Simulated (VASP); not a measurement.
Input of a VASP 6.6.1 run:

INCAR

```
  PREC = Accurate
  ENCUT = 520
  EDIFF = 1E-6
  ISMEAR = 0
  SIGMA = 0.1
  LREAL = False
  LASPH = True
  NELM = 150
  ALGO = Normal
  ISIF = 2
  LWAVE = False
  LCHARG = False
  ISPIN = 2
  MAGMOM = 1 1 1 1 1 1 1 1
  LORBIT = 11
  LMAXMIX = 4
  GGA = PE
  NBANDS = 54
```

The input KPOINTS:

```
regular mesh
0
Gamma
  4 4 4
```

The input POSCAR:

```
Ti5Re3
1.0
   -3.1422129000      3.1422129000      3.1422129000
    3.1422129000     -3.1422129000      3.1422129000
    3.1422129000      3.1422129000     -3.1422129000
Ti Re
5 3
Direct
    0.0000000000      0.0000000000      0.0000000000
    0.0000000000      0.0000000000      0.5000000000
    0.0000000000      0.5000000000      0.0000000000
    0.5000000000      0.0000000000      0.0000000000
    0.5000000000      0.5000000000      0.5000000000
    0.0000000000      0.5000000000      0.5000000000
    0.5000000000      0.5000000000      0.0000000000
    0.5000000000      0.0000000000      0.5000000000
```

Potentials or basis: VASP PAW PBE potentials, release 64 (Ti_sv, Re).

Launch:

```console
$ cat potpaw_PBE.64/Ti_sv/POTCAR potpaw_PBE.64/Re/POTCAR > POTCAR
$ mpirun -np 1 vasp_std > vasp.out
```

Task: Estimate the net moment.

Result: 0.00 μB per cell.

Task: What does it give for the pressure?

Result: -0.6 GPa.
